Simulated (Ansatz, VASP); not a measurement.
## FePt in VASP and in Ansatz

Contents of INCAR:

```
SYSTEM = FePt
PREC = Accurate
ENCUT = 520
EDIFF = 1E-6
ISMEAR = -1
SIGMA = 0.05
LREAL = .FALSE.
LASPH = .TRUE.
NELM = 150
ALGO = Normal
ISIF = 2
LWAVE = .FALSE.
LCHARG = .FALSE.
ISPIN = 2
MAGMOM = 0 4.5
LORBIT = 11
LMAXMIX = 4
GGA = PS
NBANDS = 20
```

Contents of KPOINTS:

```
Automatic mesh
0
G
  10 10 7
  0 0 0
```

File POSCAR:

```
FePt
1.0
    2.7235000000      0.0000000000      0.0000000000
    0.0000000000      2.7235000000      0.0000000000
    0.0000000000      0.0000000000      3.7200000000
Pt Fe
1 1
Direct
    0.5000000000      0.5000000000      0.5000000000
    0.0000000000      0.0000000000      0.0000000000
```

The input input.yaml:

```yaml
crystal:
  lattice:
    - [2.7235, 0.0, 0.0]
    - [0.0, 2.7235, 0.0]
    - [0.0, 0.0, 3.72]
  atoms:
    - { symbol: Pt, position: [0.5, 0.5, 0.5] }
    - { symbol: Fe, position: [0.0, 0.0, 0.0], spin: 4.5 }
hamiltonian:
  xc: pbesol
  pseudopotentials: { kind: paw }
magnetization:
  spin_polarized: true
kpoints:
  mp_grid: { grid: [10, 10, 7] }
scf:
  occupations: { method: fermi_dirac, width: 0.05 }
output:
  forces: true
  stress: true
  eigenvalues: true
  write_density: true
  write_potential: true
  elf: true
  volumetric_format: npy
```

Alike in both runs: task single point; functional PBEsol; k mesh 10 × 10 × 7; occupations fermi-dirac, width 0.05 eV; collinear spin.

```csv
,VASP,Ansatz
version,VASP 6.6.1,Ansatz 0.2.0
potentials or method,"VASP PAW PBE potentials, release 64 (Pt, Fe)",Ansatz PAW
plane-wave cutoff (eV),520,420
valence electrons in the cell,18,34
```

|  | VASP | Ansatz | Ansatz less VASP |
| --- | --- | --- | --- |
| gap on the k mesh at the Fermi level (eV) | none | none | - |
| pressure (GPa) | -6.3 | -6.0 | +0.31 |
| traceless stress, the component that is largest in VASP (GPa) | 0.63 | 0.58 | -0.049 |
| net moment per atom (μB) | 1.64 | 1.64 | +0.003 |
| size of the moment on the site where the two differ most (μB) | 0.34 | 0.39 | +0.053 |

VASP's potentials were made for PBE, not for PBEsol. Site moments also hang on the region over which each program counts them. A gap of «none» marks a metal or a gap that the smearing closes. The functional is the same, so the differences come from potentials, cutoffs and numerics. VASP's potentials hold 18 valence electrons a cell and Ansatz's 34, so a difference there can come from the potentials and not from the codes.

Neither program's run includes spin-orbit coupling.
